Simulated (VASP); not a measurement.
# TiO2 (P4_2/mnm) in VASP: a series of runs, part 2 of 2

VASP 6.6.1.

## (5) Relaxation of the atoms, PBE (9.99 Å³/atom)

This run uses another cell than the first one, of 9.99 Å³/atom.

INCAR reads:

```
SYSTEM = TiO2
ALGO = Normal ; EDIFF = 1E-7
EDIFFG = -0.02 ; ENCUT = 520
GGA = PE ; IBRION = 2
ISIF = 2 ; ISMEAR = -1
LASPH = .TRUE. ; LCHARG = .FALSE.
LREAL = .FALSE. ; LWAVE = .FALSE.
NELM = 100 ; NSW = 80
PREC = Accurate ; SIGMA = 0.02
```

KPOINTS reads:

```
k-points
0
G
  7 7 10
  0 0 0
```

POSCAR reads:

```
TiO2
1.0
    4.5319113078      0.0000000000      0.0000000000
    0.0000000000      4.5319113078      0.0000000000
    0.0000000000      0.0000000000      2.9190086112
Ti O
2 4
Direct
    0.0000000000      0.0000000000      0.0000000000
    0.5000000000      0.5000000000      0.5000000000
    0.3042802931      0.3042802931      0.0000000000
    0.1957197069      0.8042802931      0.5000000000
    0.6957197069      0.6957197069      0.0000000000
    0.8042802931      0.1957197069      0.5000000000
```

Potentials or basis: VASP PAW PBE potentials, release 64 (Ti_sv, O).

The run is started by

```bash
$ cat potpaw_PBE.64/Ti_sv/POTCAR potpaw_PBE.64/O/POTCAR > POTCAR
$ mpirun -np 1 vasp_std > vasp.out
```

OUTCAR:

```text
SYSTEM = TiO2
   EDIFF = 1E-7
   EDIFFG = -0.02
   ENCUT = 520
   GGA = PE
   IBRION = 2
   ISIF = 2
   ISMEAR = -1
   LASPH = .TRUE.
   LREAL = .FALSE.
   NELM = 100
   NSW = 80
   PREC = Accurate

 ion  position               nearest neighbor table
   1  0.000  0.000  0.000-   4 1.92   6 1.92   4 1.92   6 1.92   5 1.95   3 1.95
   2  0.500  0.500  0.500-   3 1.92   5 1.92   3 1.92   5 1.92   4 1.95   6 1.95
   3  0.304  0.304  0.000-   2 1.92   2 1.92   1 1.95
   4  0.196  0.804  0.500-   1 1.92   1 1.92   2 1.95
   5  0.696  0.696  0.000-   2 1.92   2 1.92   1 1.95
   6  0.804  0.196  0.500-   1 1.92   1 1.92   2 1.95

  LATTYP: Found a simple tetragonal cell.
 ALAT       =     4.5319113078
 C/A-ratio  =     0.6441010013

  Lattice vectors:

 A1 = (   4.5319113078,   0.0000000000,   0.0000000000)
 A2 = (   0.0000000000,   4.5319113078,   0.0000000000)
 A3 = (   0.0000000000,   0.0000000000,   2.9190086112)

Analysis of symmetry for initial positions (statically):
=====================================================================
 Subroutine PRICEL returns:
 Original cell was already a primitive cell.

 Routine SETGRP: Setting up the symmetry group for a
 simple tetragonal supercell.

 Subroutine GETGRP returns: Found 16 space group operations
 (whereof  8 operations were pure point group operations)
 out of a pool of 16 trial point group operations.

The static configuration has the point symmetry D_2h.
 The point group associated with its full space group is D_4h.

Analysis of symmetry for dynamics (positions and initial velocities):
=====================================================================
 Subroutine PRICEL returns:
 Original cell was already a primitive cell.

 Routine SETGRP: Setting up the symmetry group for a
 simple tetragonal supercell.

 Subroutine GETGRP returns: Found 16 space group operations
 (whereof  8 operations were pure point group operations)
 out of a pool of 16 trial point group operations.

The dynamic configuration has the point symmetry D_2h.
 The point group associated with its full space group is D_4h.

 Subroutine INISYM returns: Found 16 space group operations
 (whereof  8 operations are pure point group operations),
 and found     1 'primitive' translations

----------------------------------------------------------------------------------------

                                     Primitive cell

  volume of cell :      59.9512

  direct lattice vectors                    reciprocal lattice vectors
     4.531911308  0.000000000  0.000000000     0.220657452  0.000000000  0.000000000
     0.000000000  4.531911308  0.000000000     0.000000000  0.220657452  0.000000000
     0.000000000  0.000000000  2.919008611     0.000000000  0.000000000  0.342582066

  length of vectors
     4.531911308  4.531911308  2.919008611     0.220657452  0.220657452  0.342582066

  position of ions in fractional coordinates (direct lattice)
     0.000000000  0.000000000  0.000000000
     0.500000000  0.500000000  0.500000000
     0.304280293  0.304280293  0.000000000
     0.195719707  0.804280293  0.500000000
     0.695719707  0.695719707  0.000000000
     0.804280293  0.195719707  0.500000000

  ion indices of the primitive-cell ions
[... 58 lines left out ...]
  0.285714  0.000000  0.200000      8.000000
  0.428571  0.000000  0.200000      8.000000
 [... further k-points ...]
   k-points           NKPTS =     60   k-points in BZ     NKDIM =     60   number of bands    NBANDS=     28
   number of dos      NEDOS =    301   number of ions     NIONS =      6
   total plane-waves  NPLWV =  31104
   dimension x,y,z NGX =    36 NGY =   36 NGZ =   24
   dimension x,y,z NGXF=    72 NGYF=   72 NGZF=   48
   ions per type =               2   4
   NGX,Y,Z   is equivalent  to a cutoff of  13.21, 13.21, 13.67 a.u.
   NGXF,Y,Z  is equivalent  to a cutoff of  26.41, 26.41, 27.34 a.u.
 SYSTEM =  TiO2
   PREC   = accura    normal or accurate (medium, high low for compatibility)
   ISTART =      0    job   : 0-new  1-cont  2-samecut
   ICHARG =      2    charge: 1-file 2-atom 10-const
   ISPIN  =      1    spin polarized calculation?
   LNONCOLLINEAR =      F non collinear calculations
   LSORBIT =      F    spin-orbit coupling
   LASPH  =      T    aspherical Exc in radial PAW
   ENCUT  =  520.0 eV  38.22 Ry    6.18 a.u.   8.43  8.43  5.43*2*pi/ulx,y,z
   NELM   =    100;   NELMIN=  2; NELMDL= -5     # of ELM steps
   EDIFF  = 0.1E-06   stopping-criterion for ELM
   LREAL  =      F    real-space projection
   EDIFFG = -.2E-01   stopping-criterion for IOM
   NSW    =     80    number of steps for IOM
   IBRION =      2    ionic relax: 0-MD 1-quasi-New 2-CG
   NFREE  =      1    steps in history (QN), initial steepest desc. (CG)
   ISIF   =      2    stress and relaxation
   ISYM   =      2    0-nonsym 1-usesym 2-fastsym
   POTIM  = 0.5000    time-step for ionic-motion
   TEBEG  =    0.0;   TEEND  =   0.0 temperature during run
   PSTRESS=    0.0 pullay stress
   NELECT =      48.0000    total number of electrons
   NUPDOWN=      -1.0000    fix difference up-down
   EMIN   =  10.00;   EMAX   =-10.00  energy-range for DOS
   EFERMI =   0.00;   METHOD = LEGACY
   ISMEAR =    -1;   SIGMA  =   0.02  broadening in eV -4-tet -1-fermi 0-gaus
   EFERMI_NEDOS =   21; number of points for ismear=-14 and -15
   IALGO  =     38    algorithm
   IMIX   =      4    mixing-type and parameters
     AMIX     =   0.40;   BMIX     =  1.00
     AMIX_MAG =   1.60;   BMIX_MAG =  1.00
  volume/ion in A,a.u.               =       9.99        67.43
  Fermi-wavevector in a.u.,A,eV,Ry     =   1.520160  2.872685 31.441502  2.310885
  Thomas-Fermi vector in A             =   2.629048
   LORBIT       =      0    0 simple, 1 ext, 2 COOP (PROOUT), +10 PAW based schemes
   GGA     = PE    functional components
   LHFCALC =     F    Hartree Fock is set to
   AEXX    =    0.0000 exact exchange contribution
   IVDW    =     0    specifies the selected vdW correction
   LEPSILON=     F    determine dielectric tensor
   LRPA    =     F    only Hartree local field effects (RPA)
 conjugate gradient relaxation of ions
 non-spin polarized calculation
  energy-cutoff  :      520.00
  volume of cell :       59.95
 maximum number of plane-waves:      1634
 NGX is ok and might be reduce to    36
   NGX = 17   NGY = 17   NGZ = 11

--------------------------------------- Ionic step        1  -------------------------------------------

 number of electron      48.0000000 magnetization

 Free energy of the ion-electron system (eV)
  ---------------------------------------------------
  ext. energy  EPLUGINS =         0.00000000
  ---------------------------------------------------
  free energy    TOTEN  =       -53.47268686 eV

  energy without entropy =      -53.47268686  energy(sigma->0) =      -53.47268686

------------------------ aborting loop because EDIFF is reached ----------------------------------------

  FORCE on cell =-STRESS in cart. coord.  units (eV):
  Direction    XX          YY          ZZ          XY          YZ          ZX
  --------------------------------------------------------------------------------------
  -------------------------------------------------------------------------------------
  Total        5.9832170      5.9832170      6.7299016      0.0000000      0.0000000      0.0000000
  in kB      159.8995180    159.8995180    179.8544212      0.0000000      0.0000000      0.0000000
  external PRESSURE =     166.5511524 kB  Pullay stress =       0.0000000 kB
[... 67 lines left out ...]
--------------------------------------- Ionic step        3  -------------------------------------------

 number of electron      47.9999996 magnetization

 Free energy of the ion-electron system (eV)
  ---------------------------------------------------
  ext. energy  EPLUGINS =         0.00000000
  ---------------------------------------------------
  free energy    TOTEN  =       -53.47699110 eV

  energy without entropy =      -53.47699110  energy(sigma->0) =      -53.47699110

 E-fermi :   5.7640     XC(G=0): -11.6346

 val. band max:        5.3168577205   @ k =   0.0000   0.0000   0.0000
 cond. band min:       7.2004443761   @ k =   0.0000   0.0000   0.0000
 fundamental gap:      1.8835866556
 Fermi energy:         5.7639545807

 k-point     1 :       0.0000    0.0000    0.0000
  band No.  band energies     occupation
      1     -51.5152      2.00000
      2     -51.4938      2.00000
      3     -27.8652      2.00000
      4     -27.8652      2.00000
      5     -27.6710      2.00000
      6     -27.6710      2.00000
[... 733 lines left out ...]
     27       8.4817      0.00000
     28       8.5454      0.00000

 [... further k-points ...]

------------------------ aborting loop because EDIFF is reached ----------------------------------------

  FORCE on cell =-STRESS in cart. coord.  units (eV):
  Direction    XX          YY          ZZ          XY          YZ          ZX
  --------------------------------------------------------------------------------------
  -------------------------------------------------------------------------------------
  Total        5.8560380      5.8560380      6.4271810      0.0000000      0.0000000      0.0000000
  in kB      156.5007008    156.5007008    171.7643117      0.0000000      0.0000000      0.0000000
  external PRESSURE =     161.5885711 kB  Pullay stress =       0.0000000 kB
[... 21 lines left out ...]
  FREE ENERGIE OF THE ION-ELECTRON SYSTEM (eV)
  ---------------------------------------------------
  free  energy   TOTEN  =       -53.4769911047 eV

  energy  without entropy=      -53.4769911047  energy(sigma->0) =      -53.47699110

 reached required accuracy - stopping structural energy minimisation
```

Run time: 3.6 min. Hardware: 1 thread of Oxide Virtual Turin-like, shared host; peak memory 0.2 GiB.

What came out:

```yaml
Free_energy: -53.4770 eV
Energy_gained_by_relaxing: 0.7 meV/atom
Ionic_steps: 3
Pressure_after_relaxing: 16.2 GPa
Band_gap_on_the_k_mesh: 1.88 eV
```

Step by step:
```csv
step,energy change (eV),largest force (eV/Å),pressure (GPa)
1,0.0000,0.2279,16.66
2,-0.0042,0.0367,16.09
3,-0.0043,0.0002,16.16
```

Final structure:
```xyz
6
Lattice="4.5319 0.0000 0.0000 0.0000 4.5319 0.0000 0.0000 0.0000 2.9190" Properties=species:S:1:pos:R:3 pbc="T T T"
Ti    0.0000    0.0000    0.0000
Ti    2.2660    2.2660    1.4595
O     1.3723    1.3723    0.0000
O     0.8937    3.6382    1.4595
O     3.1596    3.1596    0.0000
O     3.6382    0.8937    1.4595
```

Levels at points of the mesh, in eV from the valence-band top:
| k point | band 22 | band 23 | band 24 | band 25 | band 26 | band 27 |
| --- | --- | --- | --- | --- | --- | --- |
| (0.00, 0.00, 0.00) | -0.49 | -0.49 | 0.00 | 1.88 | 2.16 | 2.44 |
| (0.00, 0.00, 0.50) | -2.58 | -1.47 | -1.47 | 3.12 | 3.12 | 3.33 |

## (6) Overview

| cell | gap on the mesh (eV) | pressure (GPa) | largest force (eV/Å) |
| --- | --- | --- | --- |
| atoms relaxed from a = 4.594, b = 4.594, c = 3.048 Å, 6 atoms | 1.75 | -2.3 | 0.01 |
| atoms relaxed from a = 4.563, b = 4.563, c = 2.939 Å, 6 atoms | 1.85 | 10.5 | 0.01 |
| atoms relaxed from a = 4.594, b = 4.594, c = 2.989 Å, 6 atoms | 1.81 | 2.8 | - |
| atoms relaxed from a = 4.532, b = 4.532, c = 2.919 Å, 6 atoms | 1.88 | 16.2 | - |

Alike in all rows: task relaxation of the atoms; level PBE; potentials or basis VASP PAW PBE potentials, release 64 (Ti_sv, O); no spin polarisation; k mesh 7 × 7 × 10; cutoff (eV) 520; smearing fermi-dirac 0.02 eV.

Absolute energies hang on the potentials; compare differences alone.
